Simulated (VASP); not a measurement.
# SnO2 (P4_2/mnm) in VASP: notebook, part 3 of 3

VASP 6.6.1.

## (6) Relaxation of cell and atoms, BLYP

Input file INCAR:

```
  PREC = Accurate
  ENCUT = 600
  EDIFF = 1E-7
  ISMEAR = -1
  SIGMA = 0.05
  LREAL = F
  LASPH = T
  NELM = 80
  ALGO = Normal
  ISIF = 3
  LWAVE = F
  LCHARG = F
  GGA = B5
  ALDAX = 1.0
  AGGAX = 1.0
  AGGAC = 1.0
  ALDAC = 0.0
  IBRION = 2
  NSW = 60
  EDIFFG = -0.01
```

Input file KPOINTS:

```
Automatic mesh
0
Gamma
  6 6 8
```

Input file POSCAR:

```
SnO2
1.0
    4.7380000000      0.0000000000      0.0000000000
    0.0000000000      4.7380000000      0.0000000000
    0.0000000000      0.0000000000      3.1865000000
Sn O
2 4
Direct
    0.5000000000      0.5000000000      0.5000000000
    0.0000000000      0.0000000000      0.0000000000
    0.8071000000      0.1929000000      0.5000000000
    0.6929000000      0.6929000000      0.0000000000
    0.1929000000      0.8071000000      0.5000000000
    0.3071000000      0.3071000000      0.0000000000
```

Potentials or basis: VASP PAW PBE potentials, release 64 (Sn_d, O).

On the command line:

```bash
> cat potpaw_PBE.64/Sn_d/POTCAR potpaw_PBE.64/O/POTCAR > POTCAR
> mpirun -np 1 vasp_std > vasp.out
```

OUTCAR:

```text
PREC = Accurate
   ENCUT = 600
   EDIFF = 1E-7
   ISMEAR = -1
   LREAL = F
   LASPH = T
   NELM = 80
   ISIF = 3
   GGA = B5
   IBRION = 2
   NSW = 60
   EDIFFG = -0.01

 ion  position               nearest neighbor table
   1  0.500  0.500  0.500-   4 2.05   6 2.05   4 2.05   6 2.05   5 2.06   3 2.06   2 3.71   2 3.71
                             2 3.71   2 3.71   2 3.71   2 3.71   2 3.71   2 3.71
   2  0.000  0.000  0.000-   3 2.05   5 2.05   3 2.05   5 2.05   4 2.06   6 2.06   1 3.71   1 3.71
                             1 3.71   1 3.71   1 3.71   1 3.71   1 3.71   1 3.71
   3  0.807  0.193  0.500-   2 2.05   2 2.05   1 2.06
   4  0.693  0.693  0.000-   1 2.05   1 2.05   2 2.06
   5  0.193  0.807  0.500-   2 2.05   2 2.05   1 2.06
   6  0.307  0.307  0.000-   1 2.05   1 2.05   2 2.06

  LATTYP: Found a simple tetragonal cell.
 ALAT       =     4.7380000000
 C/A-ratio  =     0.6725411566

  Lattice vectors:

 A1 = (   4.7380000000,   0.0000000000,   0.0000000000)
 A2 = (   0.0000000000,   4.7380000000,   0.0000000000)
 A3 = (   0.0000000000,   0.0000000000,   3.1865000000)

Analysis of symmetry for initial positions (statically):
=====================================================================
 Subroutine PRICEL returns:
 Original cell was already a primitive cell.

 Routine SETGRP: Setting up the symmetry group for a
 simple tetragonal supercell.

 Subroutine GETGRP returns: Found 16 space group operations
 (whereof  8 operations were pure point group operations)
 out of a pool of 16 trial point group operations.

The static configuration has the point symmetry D_2h.
 The point group associated with its full space group is D_4h.

Analysis of symmetry for dynamics (positions and initial velocities):
=====================================================================
 Subroutine PRICEL returns:
 Original cell was already a primitive cell.

 Routine SETGRP: Setting up the symmetry group for a
 simple tetragonal supercell.

 Subroutine GETGRP returns: Found 16 space group operations
 (whereof  8 operations were pure point group operations)
 out of a pool of 16 trial point group operations.

The dynamic configuration has the point symmetry D_2h.
 The point group associated with its full space group is D_4h.

 Subroutine INISYM returns: Found 16 space group operations
 (whereof  8 operations are pure point group operations),
 and found     1 'primitive' translations

----------------------------------------------------------------------------------------

                                     Primitive cell

  volume of cell :      71.5326

  direct lattice vectors                    reciprocal lattice vectors
     4.738000000  0.000000000  0.000000000     0.211059519  0.000000000  0.000000000
     0.000000000  4.738000000  0.000000000     0.000000000  0.211059519  0.000000000
     0.000000000  0.000000000  3.186500000     0.000000000  0.000000000  0.313823945

  length of vectors
     4.738000000  4.738000000  3.186500000     0.211059519  0.211059519  0.313823945

  position of ions in fractional coordinates (direct lattice)
     0.500000000  0.500000000  0.500000000
     0.000000000  0.000000000  0.000000000
     0.807100000  0.192900000  0.500000000
     0.692900000  0.692900000  0.000000000
     0.192900000  0.807100000  0.500000000
     0.307100000  0.307100000  0.000000000

  ion indices of the primitive-cell ions
   primitive index   ion index
                 1           1
                 2           2
                 3           3
[... 68 lines left out ...]
   ICHARG =      2    charge: 1-file 2-atom 10-const
   ISPIN  =      1    spin polarized calculation?
   LNONCOLLINEAR =      F non collinear calculations
   LSORBIT =      F    spin-orbit coupling
   LASPH  =      T    aspherical Exc in radial PAW
   ENCUT  =  600.0 eV  44.10 Ry    6.64 a.u.   9.46  9.46  6.36*2*pi/ulx,y,z
   NELM   =     80;   NELMIN=  2; NELMDL= -5     # of ELM steps
   EDIFF  = 0.1E-06   stopping-criterion for ELM
   LREAL  =      F    real-space projection
   EDIFFG = -.1E-01   stopping-criterion for IOM
   NSW    =     60    number of steps for IOM
   IBRION =      2    ionic relax: 0-MD 1-quasi-New 2-CG
   NFREE  =      1    steps in history (QN), initial steepest desc. (CG)
   ISIF   =      3    stress and relaxation
   ISYM   =      2    0-nonsym 1-usesym 2-fastsym
   POTIM  = 0.5000    time-step for ionic-motion
   TEBEG  =    0.0;   TEEND  =   0.0 temperature during run
   PSTRESS=    0.0 pullay stress
   NELECT =      52.0000    total number of electrons
   NUPDOWN=      -1.0000    fix difference up-down
   EMIN   =  10.00;   EMAX   =-10.00  energy-range for DOS
   EFERMI =   0.00;   METHOD = LEGACY
   ISMEAR =    -1;   SIGMA  =   0.05  broadening in eV -4-tet -1-fermi 0-gaus
   EFERMI_NEDOS =   21; number of points for ismear=-14 and -15
   IALGO  =     38    algorithm
   IMIX   =      4    mixing-type and parameters
     AMIX     =   0.40;   BMIX     =  1.00
     AMIX_MAG =   1.60;   BMIX_MAG =  1.00
  volume/ion in A,a.u.               =      11.92        80.45
  Fermi-wavevector in a.u.,A,eV,Ry     =   1.472000  2.781677 29.480903  2.166785
  Thomas-Fermi vector in A             =   2.587068
   LORBIT       =      0    0 simple, 1 ext, 2 COOP (PROOUT), +10 PAW based schemes
   GGA     = B5    functional components
   LHFCALC =     F    Hartree Fock is set to
   AEXX    =    0.0000 exact exchange contribution
   IVDW    =     0    specifies the selected vdW correction
   LEPSILON=     F    determine dielectric tensor
   LRPA    =     F    only Hartree local field effects (RPA)
 conjugate gradient relaxation of ions
 non-spin polarized calculation
  energy-cutoff  :      600.00
  volume of cell :       71.53
 maximum number of plane-waves:      2409
 NGX is ok and might be reduce to    40
   NGX = 19   NGY = 19   NGZ = 13

--------------------------------------- Ionic step        1  -------------------------------------------

 number of electron      52.0000000 magnetization

 Free energy of the ion-electron system (eV)
  ---------------------------------------------------
  ext. energy  EPLUGINS =         0.00000000
  ---------------------------------------------------
  free energy    TOTEN  =       -34.55860832 eV

  energy without entropy =      -34.55860830  energy(sigma->0) =      -34.55860831

------------------------ aborting loop because EDIFF is reached ----------------------------------------

  FORCE on cell =-STRESS in cart. coord.  units (eV):
  Direction    XX          YY          ZZ          XY          YZ          ZX
  --------------------------------------------------------------------------------------
  -------------------------------------------------------------------------------------
  Total        7.2606271      7.2606271      9.3436303      0.0000000      0.0000000      0.0000000
  in kB      162.6225174    162.6225174    209.2773338      0.0000000      0.0000000      0.0000000
  external PRESSURE =     178.1741229 kB  Pullay stress =       0.0000000 kB
[... 27 lines left out ...]
--------------------------------------- Ionic step        2  -------------------------------------------

 number of electron      51.9999995 magnetization

 E-fermi :   4.4448     XC(G=0):  -9.8707

 val. band max:        4.4124733006   @ k =   0.0000   0.0000   0.0000
 cond. band min:       4.7532153095   @ k =   0.1667   0.0000   0.0000
 fundamental gap:      0.3407420088
 Fermi energy:         4.4448126342

 k-point     1 :       0.0000    0.0000    0.0000
  band No.  band energies     occupation
      1     -16.4881      2.00000
      2     -16.0803      2.00000
      3     -16.0257      2.00000
      4     -15.9974      2.00000
      5     -15.9974      2.00000
      6     -15.9760      2.00000
[... 880 lines left out ...]
  FREE ENERGIE OF THE ION-ELECTRON SYSTEM (eV)
  ---------------------------------------------------
  free  energy   TOTEN  =       -34.8863081531 eV

  energy  without entropy=      -34.8861527027  energy(sigma->0) =      -34.88623043

[... ionic steps 4 to 9 ...]

--------------------------------------- Ionic step       10  -------------------------------------------

 number of electron      51.9999997 magnetization

------------------------ aborting loop because EDIFF is reached ----------------------------------------
[... 75 lines left out ...]
--------------------------------------- Ionic step       12  -------------------------------------------

 number of electron      51.9999996 magnetization

 Free energy of the ion-electron system (eV)
  ---------------------------------------------------
  ext. energy  EPLUGINS =         0.00000000
  ---------------------------------------------------
  free energy    TOTEN  =       -34.89190624 eV

  energy without entropy =      -34.89179311  energy(sigma->0) =      -34.89184968

 E-fermi :   5.6585     XC(G=0): -10.3335

 val. band max:        5.4500603791   @ k =   0.0000   0.0000   0.0000
 cond. band min:       5.8336133431   @ k =   0.0000   0.0000   0.0000
 fundamental gap:      0.3835529640
 Fermi energy:         5.6585022098

 k-point     1 :       0.0000    0.0000    0.0000
  band No.  band energies     occupation
      1     -15.4990      2.00000
      2     -14.9210      2.00000
      3     -14.7601      2.00000
      4     -14.7420      2.00000
      5     -14.7420      2.00000
      6     -14.6753      2.00000
[... 840 lines left out ...]
  FREE ENERGIE OF THE ION-ELECTRON SYSTEM (eV)
  ---------------------------------------------------
  free  energy   TOTEN  =       -34.8919062433 eV

  energy  without entropy=      -34.8917931099  energy(sigma->0) =      -34.89184968

 reached required accuracy - stopping structural energy minimisation
```

Wall time 13 min (1 thread of AMD EPYC 9R45 (Zen 5), shared host); peak memory 0.25 GiB.

What came out:

```yaml
Free_energy: -34.8919 eV
Relaxed_volume: 13.01 Å³/atom
Relaxed_cell: a = 4.885 Å, b = 4.885 Å, c = 3.273 Å, α = 90.00°, β = 90.00°, γ = 90.00°
Space_group_after_relaxing_to_0.1_Å: P4_2/mnm (No. 136)
Energy_gained_by_relaxing: 55.5 meV/atom
Ionic_steps: 12
Pressure_after_relaxing: 0.0 GPa
Band_gap_on_the_k_mesh: 0.38 eV
```

The path:
```csv
step,energy change (eV),largest force (eV/Å),pressure (GPa),volume (Å³)
1,0.0000,0.3743,17.82,71.53
2,0.0719,0.4451,-13.09,86.15
3,-0.3277,0.1328,-0.15,77.91
4,-0.3279,0.1246,0.16,77.77
5,-0.3278,0.1172,0.44,77.64
6,-0.3326,0.0186,0.26,77.88
7,-0.3331,0.0245,0.20,77.98
8,-0.3331,0.0274,0.20,77.99
9,-0.3332,0.0011,-0.20,78.17
10,-0.3333,0.0082,-0.07,78.11
11,-0.3333,0.0090,-0.05,78.11
12,-0.3333,0.0011,0.00,78.09
```

Final structure:
```cif
data_structure
_symmetry_space_group_name_H-M 'P 1'
_symmetry_Int_Tables_number 1
_cell_length_a 4.8847
_cell_length_b 4.8847
_cell_length_c 3.2726
_cell_angle_alpha 90.000
_cell_angle_beta 90.000
_cell_angle_gamma 90.000
_cell_volume 78.09
loop_
_atom_site_label
_atom_site_type_symbol
_atom_site_fract_x
_atom_site_fract_y
_atom_site_fract_z
_atom_site_occupancy
Sn1 Sn 0.50000 0.50000 0.50000 1
Sn2 Sn 0.00000 0.00000 0.00000 1
O1 O 0.80678 0.19322 0.50000 1
O2 O 0.69322 0.69322 0.00000 1
O3 O 0.19322 0.80678 0.50000 1
O4 O 0.30678 0.30678 0.00000 1
```

Levels at points of the mesh, in eV from the valence-band top:
```tsv
k point	band 22	band 23	band 24	band 25	band 26	band 27	band 28	band 29	band 30	band 31
(0.00, 0.00, 0.00)	-1.23	-1.23	-0.70	-0.70	0.00	0.38	5.39	6.02	6.02	9.92
(0.50, 0.00, 0.00)	-1.80	-1.18	-1.18	-0.57	-0.57	3.56	3.56	6.73	6.73	10.11
(0.50, 0.50, 0.00)	-1.76	-1.29	-1.29	-0.81	-0.81	3.92	3.92	7.01	7.01	10.21
(0.00, 0.00, 0.50)	-2.49	-1.42	-1.42	-1.11	-1.11	5.20	5.20	9.27	9.27	10.13
(0.50, 0.00, 0.50)	-1.58	-0.95	-0.95	-0.75	-0.75	5.44	5.44	7.48	7.48	10.32
(0.50, 0.50, 0.50)	-2.37	-0.87	-0.87	-0.74	-0.74	4.07	4.07	8.54	8.54	10.31
```

Caveat: semilocal functionals underestimate gaps, and a narrow one can read as zero; the PAW data sets were made with another functional, which shifts forces and pressure a little; spin-orbit coupling is left out, which moves the levels of the heavy elements. Zero-point motion and thermal expansion aren't in these numbers.

## (7) Summary

```tsv
task	level	cell	cutoff (eV)	gap on the mesh (eV)	pressure (GPa)	relaxed volume (Å³/atom)
single point	r2SCAN+D4	as given	520	1.99	3.2	-
relaxation of cell and atoms	PBEsol	relaxed to 5 GPa	600	1.15	5.0	-
relaxation of cell and atoms	PBEsol	relaxed to 10 GPa	600	1.39	10.0	-
relaxation of cell and atoms	PBE+D4	relaxed	600	0.83	0.1	12.36
relaxation of cell and atoms	BLYP	relaxed	600	0.38	0.0	13.01
```

Alike in all rows: potentials or basis VASP PAW PBE potentials, release 64 (Sn_d, O); no spin polarisation; k mesh 6 × 6 × 8; smearing fermi-dirac 0.05 eV.

Caveats: spin-orbit coupling is left out, which moves the levels of the heavy elements; the PAW data sets were made with another functional, which shifts forces and pressure a little (at least some runs); the cell is relaxed towards a set pressure, so the run minimises the enthalpy, not the energy (at least some runs); the cell stands under pressure (at least some runs); semilocal functionals underestimate gaps, and a narrow one can read as zero (at least some runs).

Total energies depend on the potentials used, so only differences within one code and one set of settings carry meaning.
